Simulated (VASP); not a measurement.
Write the native input for VASP 6.6.1 that does the following.

| Item | Value |
| --- | --- |
| Task | single point |
| Functional | LDA |
| Potentials or basis | VASP PAW LDA potentials, release 64 (Be, Rh_pv) |
| Cutoff | 520 eV |
| k mesh | 5 × 5 × 5, shifted |
| Occupations | methfessel-paxton, width 0.2 eV |
| Spin | no spin polarisation |
| Dipole correction | no |
| Further INCAR settings | ALGO = Normal; EDIFF = 1e-07; NBANDS = 31; ISYM = 0 |

The structure of Be3Rh lies in POSCAR:

```
Be3Rh
1.0
    4.8088800000      0.0000000000      0.0000000000
   -2.4044400000      4.1646100000      0.0000000000
    0.0000000000      0.0000000000      3.7433700000
Be Rh
6 2
Direct
    0.1601600000      0.3203200000      0.2500000000
    0.6796800000      0.8398400000      0.2500000000
    0.1601600000      0.8398400000      0.2500000000
    0.8398400000      0.6796800000      0.7500000000
    0.3203200000      0.1601600000      0.7500000000
    0.8398400000      0.1601600000      0.7500000000
    0.3333333333      0.6666666667      0.7500000000
    0.6666666667      0.3333333333      0.2500000000
```

These files were run (other wordings do the same):

INCAR

```
PREC     = Accurate       # precision mode
ENCUT    = 520            # plane-wave cutoff, eV
EDIFF    = 1E-7           # SCF threshold, eV
ISMEAR   = 1              # smearing method
SIGMA    = 0.2            # smearing width, eV
LREAL    = F              # projectors in reciprocal space
LASPH    = T              # aspherical terms in the spheres
NELM     = 60             # most SCF steps
ALGO     = Normal         # electronic algorithm
ISIF     = 2              # what is computed and relaxed
LWAVE    = F              # write WAVECAR
LCHARG   = F              # write CHGCAR
ISYM     = 0            
NBANDS   = 31             # bands
```

KPOINTS

```
Automatic mesh
0
Gamma
  5 5 5
  0.5 0.5 0.5
```

Potentials or basis: VASP PAW LDA potentials, release 64 (Be, Rh_pv).

Run with:

```sh
$ cat potpaw_LDA.64/Be/POTCAR potpaw_LDA.64/Rh_pv/POTCAR > POTCAR
$ mpirun -np 1 vasp_std > vasp.out
```

It gave:

| Property | Result |
| --- | --- |
| Pressure | -6.6 GPa |
| Largest force | 0.076 eV/Å |
| Band gap on the k mesh | zero (bands 21 and 22 overlap by 2.06 eV) |

Caveat: the cell stands under tension.

Run time: 10 min on 1 thread of AMD EPYC 7R13 (shared host), peak memory 0.39 GiB.
